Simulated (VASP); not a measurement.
**Ga2PtCl4: relaxation of cell and atoms with PBE**

The system is Ga2PtCl4.

```
Ga Pt Cl
1.0
     3.96658    0.00000    0.00000
     0.00000    5.41873    3.89543
     0.00000   -5.41873    3.89543
Ga Pt Cl
2 1 4
Cartesian
  1.9833 -1.8553 5.1964
  1.9833 1.8553 5.1964
  0.0000 0.0000 1.7298
  0.0000 2.5751 1.9944
  1.9833 0.0000 3.7746
  1.9833 0.0000 0.1366
  0.0000 -2.5751 1.9944
```

The cell was built from a structure type or drawn by symmetry, and may not be a known phase.

```yaml
Program: VASP 6.6.1
Task: relaxation of cell and atoms
Functional: PBE
Potentials_or_basis: VASP PAW PBE potentials, release 64 (Ga_d, Pt, Cl)
Cutoff: 600 eV
k_mesh: 3 × 2 × 2
Occupations: gaussian, width 0.15 eV
Spin: no spin polarisation
Dipole_correction: no
Further_INCAR_settings: ALGO = Normal; EDIFF = 1e-06; IBRION = 2; EDIFFG = -0.08; NSW = 36; ISIF = 3
```

```
Relaxed volume                        : 28.14 Å³/atom
Relaxed cell                          : a = 4.090 Å, b = 7.480 Å, c = 7.480 Å, α = 120.59°, β = 90.00°, γ = 90.00°
Space group after relaxing (to 0.1 Å) : Amm2 (No. 38)
Energy gained by relaxing             : 387.9 meV/atom
Ionic steps                           : 36
Pressure after relaxing               : 0.0 GPa
Largest force after relaxing          : 0.062 eV/Å
Band gap on the k mesh                : zero (bands 32 and 33 overlap by 0.39 eV)
```

Forces in eV/Å, atoms in the order of the input:
```
Ga   0.000 -0.046 -0.001
Ga   0.000  0.046 -0.001
Pt   0.000  0.000  0.029
Cl   0.000 -0.035  0.035
Cl   0.000  0.000 -0.035
Cl   0.000  0.000 -0.062
Cl   0.000  0.035  0.035
```

Stress tensor (GPa, compression positive):
```
 0.03  0.00  0.00
 0.00 -0.28  0.00
 0.00  0.00  0.12
```

Step by step:
| step | energy change (eV) | largest force (eV/Å) | pressure (GPa) | volume (Å³) |
| --- | --- | --- | --- | --- |
| 1 | 0.0000 | 1.4637 | 7.61 | 167.45 |
| 2 | -1.1155 | 1.2192 | 0.59 | 196.31 |
| 3 | -1.1930 | 1.0650 | -1.30 | 209.61 |
| 4 | -1.1940 | 1.0619 | -1.10 | 207.91 |
| 5 | -1.4650 | 1.1556 | -1.05 | 206.42 |
| 6 | -2.0784 | 0.9833 | -0.25 | 201.75 |
| 7 | 0.5500 | 5.5413 | 8.86 | 191.62 |
| 8 | -2.1113 | 0.9102 | -0.08 | 201.04 |
| 9 | -2.0137 | 1.2326 | 1.65 | 197.64 |
| 10 | -2.1445 | 0.7075 | 0.31 | 200.06 |
| 11 | -2.1460 | 0.6389 | 0.42 | 199.77 |
| 12 | -2.2365 | 0.4451 | 0.99 | 203.14 |
| 13 | -2.2370 | 0.3884 | 0.94 | 202.92 |
| 14 | -2.3383 | 0.2673 | -0.30 | 211.18 |
| 15 | -2.3656 | 0.2237 | -1.41 | 220.19 |
| 16 | -2.4499 | 0.1403 | -1.27 | 218.43 |
| 17 | -2.5357 | 0.2001 | -1.06 | 215.13 |
| 18 | -2.3700 | 0.7362 | -0.27 | 206.79 |
| 19 | -2.5425 | 0.2837 | -0.97 | 214.09 |
| 20 | -2.6092 | 0.2709 | -0.13 | 205.52 |
| 21 | -2.6252 | 0.2572 | 0.68 | 199.19 |
| 22 | -2.6504 | 0.2174 | 0.11 | 198.90 |
| 23 | -2.6506 | 0.2147 | 0.16 | 198.93 |
| 24 | -2.6614 | 0.1529 | -0.15 | 200.17 |
| 25 | -2.6682 | 0.1616 | -0.68 | 202.64 |
| 26 | -2.6732 | 0.1559 | -0.61 | 202.12 |
| 27 | -2.6839 | 0.1217 | -0.35 | 200.56 |
| 28 | -2.6825 | 0.2567 | 0.32 | 197.44 |
| 29 | -2.6875 | 0.1136 | -0.08 | 199.25 |
| 30 | -2.6876 | 0.1277 | -0.02 | 199.04 |
| 31 | -2.6911 | 0.1200 | 0.00 | 198.66 |
| 32 | -2.6992 | 0.1412 | -0.01 | 197.49 |
| 33 | -2.7036 | 0.1707 | 0.09 | 195.16 |
| 34 | -2.7041 | 0.1652 | 0.08 | 195.73 |
| 35 | -2.7081 | 0.1418 | 0.03 | 196.04 |
| 36 | -2.7151 | 0.0621 | -0.04 | 196.97 |

Final structure:
```
Ga Pt Cl
1.0
     4.08957    0.00000    0.00000
     0.00000    6.49697    3.70656
     0.00000   -6.49697    3.70656
Ga Pt Cl
2 1 4
Direct
  0.50000 0.56321 0.88561
  0.50000 0.88561 0.56321
  0.00000 0.23734 0.23734
  0.00000 0.41603 0.04533
  0.50000 0.42662 0.42662
  0.50000 0.99587 0.99587
  0.00000 0.04533 0.41603
```

Levels at points of the mesh, in eV from the Fermi level:
| k point | band 28 | band 29 | band 30 | band 31 | band 32 | band 33 | band 34 | band 35 | band 36 | band 37 |
| --- | --- | --- | --- | --- | --- | --- | --- | --- | --- | --- |
| (0.00, 0.00, 0.00) | -2.53 | -2.04 | -1.85 | -1.81 | -0.29 | 0.19 | 2.47 | 2.68 | 2.85 | 3.80 |
| (0.00, 0.50, 0.00) | -2.25 | -1.88 | -1.79 | -1.41 | 0.10 | 0.24 | 1.95 | 2.29 | 3.12 | 3.66 |
| (0.00, 0.50, 0.50) | -2.10 | -1.90 | -1.75 | -1.38 | 0.19 | 0.61 | 1.94 | 2.32 | 2.60 | 3.54 |

It took 35 min on 1 thread of Intel(R) Xeon(R) Platinum 8259CL CPU @ 2.50GHz (Skylake/Cascade Lake), on a shared host, peak memory 0.33 GiB.

Caveat: the k points lie up to 0.51 Å⁻¹ apart in the final cell; the volume moved by over 15 % at a fixed basis, so the end points are rough; spin-orbit coupling is left out, which moves the levels of the heavy elements; the relaxation stopped at a loose force limit of 0.08 eV/Å, so its end isn't a converged minimum.
